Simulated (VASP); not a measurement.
**Ca: single point with BLYP**

The system is Ca.

```
Ca
1.0
    -2.16647    2.16647    2.16647
     2.16647   -2.16647    2.16647
     2.16647    2.16647   -2.16647
Ca
1
Direct
  0.00000 0.00000 0.00000
```

This cell differs from its parent crystal: volume scaled by 0.96.

- Program: VASP 6.6.1
- Task: single point
- Functional: BLYP
- Potentials or basis: VASP PAW PBE potentials, release 64 (Ca_sv)
- Cutoff: 520 eV
- k mesh: 11 × 11 × 11
- Occupations: fermi-dirac, width 0.1 eV
- Spin: no spin polarisation

```
Pressure               : 0.7 GPa
Band gap on the k mesh : zero (band 5 reaches 2.87 eV, above the bottom of band 6 at 2.57 eV)
```

Levels at points of the mesh, in eV from the Fermi level:
| k point | band 3 | band 4 | band 5 | band 6 | band 7 | band 8 |
| --- | --- | --- | --- | --- | --- | --- |
| (0.00, 0.00, 0.00) | -22.98 | -22.98 | -4.06 | 2.18 | 2.18 | 2.18 |

It took 19 s on 1 thread of AMD EPYC 9R45 96-Core Processor (Zen 5) (shared host), peak memory 0.14 GiB.

Caveat: the PAW data sets were made with another functional, which shifts forces and pressure a little.
